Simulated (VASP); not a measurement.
W:

```
W
1.0
     2.81941    0.00000    0.00000
    -1.40970    2.44168    0.00000
     0.00000    0.00000    9.20818
W
4
Direct
  0.00000 0.00000 0.00000
  0.00000 0.00000 0.50000
  0.33333 0.66667 0.25000
  0.66667 0.33333 0.75000
```

This isn't the form of W at room conditions, which is bcc.

* Program: VASP 6.6.1
* Task: relaxation of cell and atoms
* Functional: RPBE
* Potentials or basis: VASP PAW PBE potentials, release 64 (W_sv)
* Cutoff: 600 eV
* k mesh: 13 × 13 × 4
* Occupations: fermi-dirac, width 0.1 eV
* Spin: no spin polarisation

At the start: pressure 15.4 GPa; volume 15.85 Å³/atom.

Task: Where does the relaxation end?

Result: Over 9 steps the energy falls by 79.8 meV/atom and the volume is 16.74 Å³/atom (+5.6 %); space group P6_3/mmc (No. 194, to 0.1 Å) before and after.

The path:
| step | energy change (eV) | largest force (eV/Å) | pressure (GPa) | volume (Å³) |
| --- | --- | --- | --- | --- |
| 1 | 0.0000 | 0.0000 | 15.41 | 63.39 |
| 2 | 1.0196 | 0.0000 | -31.32 | 78.37 |
| 3 | -0.1879 | 0.0000 | -2.55 | 67.35 |
| 4 | -0.1886 | 0.0000 | -1.74 | 67.14 |
| 5 | -0.3127 | 0.0000 | -1.49 | 67.25 |
| 6 | -0.3181 | 0.0000 | -1.23 | 67.26 |
| 7 | -0.3182 | 0.0000 | -1.19 | 67.26 |
| 8 | -0.3114 | 0.0000 | 3.29 | 66.18 |
| 9 | -0.3193 | 0.0000 | 0.00 | 66.96 |

Final structure:
```
W
1.0
     2.79835    0.00000    0.00000
    -1.39918    2.42344    0.00000
     0.00000    0.00000    9.87413
W
4
Direct
  0.00000 0.00000 0.00000
  0.00000 0.00000 0.50000
  0.33333 0.66667 0.25000
  0.66667 0.33333 0.75000
```

Caveat: the PAW data sets were made with another functional, which shifts forces and pressure a little.
